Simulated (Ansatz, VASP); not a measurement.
# Two plane-wave programs on SrTiO3

The input INCAR:

```
SYSTEM = SrTiO3
  PREC = Accurate
  ENCUT = 520
  EDIFF = 1E-6
  ISMEAR = 0
  SIGMA = 0.05
  LREAL = .FALSE.
  LASPH = .TRUE.
  NELM = 100
  ALGO = Normal
  ISIF = 2
  LWAVE = .FALSE.
  LCHARG = .TRUE.
  GGA = PE
  LELF = .TRUE.
  LVHAR = .TRUE.
  NBANDS = 28
```

Contents of KPOINTS:

```
regular mesh
0
G
  8 8 8
  0 0 0
```

Contents of POSCAR:

```
SrTiO3
1.0
    3.9822686081      0.0000000000      0.0000000000
    0.0000000000      3.9822686081      0.0000000000
    0.0000000000      0.0000000000      3.8446910982
Sr Ti O
1 1 3
Direct
    0.0000000000      0.0000000000      0.0000000000
    0.5000000000      0.5000000000      0.5000000000
    0.0000000000      0.5000000000      0.5000000000
    0.5000000000      0.0000000000      0.5000000000
    0.5000000000      0.5000000000      0.0000000000
```

Input for Ansatz:

```yaml
crystal:
  lattice:
    - [3.9822686081, 0.0, 0.0]
    - [0.0, 3.9822686081, 0.0]
    - [0.0, 0.0, 3.8446910982]
  atoms:
    - { symbol: Sr, position: [0.0, 0.0, 0.0] }
    - { symbol: Ti, position: [0.5, 0.5, 0.5] }
    - { symbol: O, position: [0.0, 0.5, 0.5] }
    - { symbol: O, position: [0.5, 0.0, 0.5] }
    - { symbol: O, position: [0.5, 0.5, 0.0] }
basis:
  ecutwfc: 520.0
kpoints:
  mp_grid: { grid: [8, 8, 8] }
hamiltonian:
  xc: pbe
  pseudopotentials: { kind: paw, azcp: { folder: soft_1 } }
scf:
  occupations: { method: gaussian, width: 0.05 }
output:
  forces: true
  stress: true
  eigenvalues: true
```

Change from the starting cell: mode 1 frozen in at +0.000 Å, strain +e along z and -e/2 along x and y -0.0233.

Alike in both runs: task single point; functional PBE; k mesh 8 × 8 × 8; occupations gaussian, width 0.05 eV; no spin polarisation.

```csv
,VASP,Ansatz
version,VASP 6.6.1,Ansatz 0.2.0
potentials or method,"VASP PAW PBE potentials, release 64 (Sr_sv, Ti_sv, O), cutoff 520 eV","scalar-relativistic, plane waves, PAW"
valence electrons in the cell,40,40
```

```csv
,VASP,Ansatz,Ansatz less VASP
gap on the k mesh at the Fermi level (eV),1.76,1.79,+0.037
least direct gap on the mesh (eV),2.12,2.14,+0.022
pressure (GPa),1.1,0.4,-0.69
"traceless stress, the component that is largest in VASP (GPa)",5.46,5.37,-0.083
```

With one functional, cell and mesh, what is left measures potentials, basis and numerics.
